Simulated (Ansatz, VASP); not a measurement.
One calculation of AgCl, two programs

```
Ag Cl
1.0
    -0.19672    2.68795    2.68795
     2.68795   -0.19672    2.68795
     2.68795    2.68795   -0.19672
Ag Cl
1 1
Direct
  0.00000 0.00000 0.00000
  0.50000 0.50000 0.50000
```

Change from the starting cell: epitaxial_111 strain +4.0%.

Alike in both runs: task single point; functional PBE; k mesh 8 × 8 × 8; occupations fermi-dirac, width 0.02 eV; no spin polarisation.

```csv
,VASP,Ansatz
version,VASP 6.6.1,Ansatz 0.2.0
potentials or method,"VASP PAW PBE potentials, release 64 (Ag, Cl)","plane waves, PAW"
plane-wave cutoff (eV),520,420
valence electrons in the cell,18,26
```

|  | VASP | Ansatz | Ansatz less VASP |
| --- | --- | --- | --- |
| gap on the k mesh at the Fermi level (eV) | 0.82 | 0.82 | +0.003 |
| pressure (GPa) | 0.7 | 0.8 | +0.14 |
| traceless stress, the component that is largest in VASP (GPa) | 0.38 | 0.38 | -0.003 |

VASP's potentials hold 18 valence electrons a cell and Ansatz's 26, so a difference there can come from the potentials and not from the codes.
